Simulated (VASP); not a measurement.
Wanted: the native input for a VASP 6.6.1 run.

| Property | Result |
| --- | --- |
| Task | single point |
| Functional | LDA |
| Potentials or basis | VASP PAW LDA potentials, release 64 (Cu) |
| Cutoff | 520 eV |
| k mesh | 3 × 13 × 2 |
| Occupations | methfessel-paxton, width 0.1 eV |
| Spin | no spin polarisation |
| Dipole correction | no |
| Further INCAR settings | ALGO = Normal; EDIFF = 1e-06; NBANDS = 12 |

The structure of Cu lies in POSCAR:

```
Cu
1.0
   11.5702539500      0.0000000000      0.0000000000
    0.0000000000      2.2382121000      0.0000000000
   -4.5956239400      0.0000000000     21.7433883500
Cu
1
Direct
    0.5000000000      0.5000000000      0.5000000000
```

The input as run:

INCAR

```
PREC = Accurate ; ENCUT = 520
EDIFF = 1E-6 ; ISMEAR = 1
SIGMA = 0.1 ; LREAL = F
LASPH = T ; NELM = 100
ALGO = Normal ; ISIF = 2
LWAVE = F ; LCHARG = F
GGA = CA ; NBANDS = 12
```

KPOINTS

```
regular mesh
0
Gamma
  3 13 2
```

Potentials or basis: VASP PAW LDA potentials, release 64 (Cu).

Launch:

```console
$ cat potpaw_LDA.64/Cu/POTCAR > POTCAR
$ mpirun -np 1 vasp_std > vasp.out
```

It gave:

```
Pressure               : 0.0 GPa
Band gap on the k mesh : zero (an odd number of electrons rules out a gap without spin polarisation)
```

It took 2.4 min on 1 thread of AMD EPYC 9R45 96-Core Processor (Zen 5) (shared host), peak memory 0.49 GiB.
